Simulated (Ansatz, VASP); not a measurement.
**One calculation of ZnSe, two programs**

Contents of INCAR:

```
  ALGO = Normal
  EDIFF = 1E-6
  ENCUT = 520
  GGA = PS
  ISIF = 2
  ISMEAR = 0
  LASPH = T
  LCHARG = T
  LELF = T
  LREAL = F
  LVHAR = T
  LWAVE = F
  NBANDS = 16
  NELM = 80
  PREC = Accurate
  SIGMA = 0.01
```

Contents of KPOINTS:

```
k-points
0
Gamma
  6 6 6
```

The input POSCAR:

```
ZnSe
1.0
    0.0000000000      2.9029441738      2.9029441738
    2.9029441738      0.0000000000      2.9029441738
    2.9029441738      2.9029441738      0.0000000000
Zn Se
1 1
Direct
    0.0000000000      0.0000000000      0.0000000000
    0.2500000000      0.2500000000      0.2500000000
```

Input for Ansatz:

```yaml
crystal:
  lattice:
    - [0.0, 2.9029441738109316, 2.9029441738109316]
    - [2.9029441738109316, 0.0, 2.9029441738109316]
    - [2.9029441738109316, 2.9029441738109316, 0.0]
  atoms:
    - { symbol: Zn, position: [0.0, 0.0, 0.0] }
    - { symbol: Se, position: [0.25, 0.25, 0.25] }
basis:
  ecutwfc: 517.016338673772
kpoints:
  mp_grid:
    grid: [6, 6, 6]
hamiltonian:
  xc: pbesol
scf:
  occupations:
    method: fixed
output:
  stress: true
```

Alike in both runs: task single point; functional PBEsol; k mesh 6 × 6 × 6; no spin polarisation.

|  | VASP | Ansatz |
| --- | --- | --- |
| version | VASP 6.6.1 | Ansatz 0.2.0 |
| potentials or method | VASP PAW PBE potentials, release 64 (Zn, Se), cutoff 520 eV | plane waves, PAW |
| occupations | gaussian, width 0.01 eV | fixed |
| valence electrons in the cell | 18 | 28 |

```csv
,VASP,Ansatz,Ansatz less VASP
pressure (GPa),-4.6,-4.8,-0.18
```

VASP's potentials were made for PBE, not for PBEsol. VASP's potentials hold 18 valence electrons a cell and Ansatz's 28, so a difference there can come from the potentials and not from the codes.
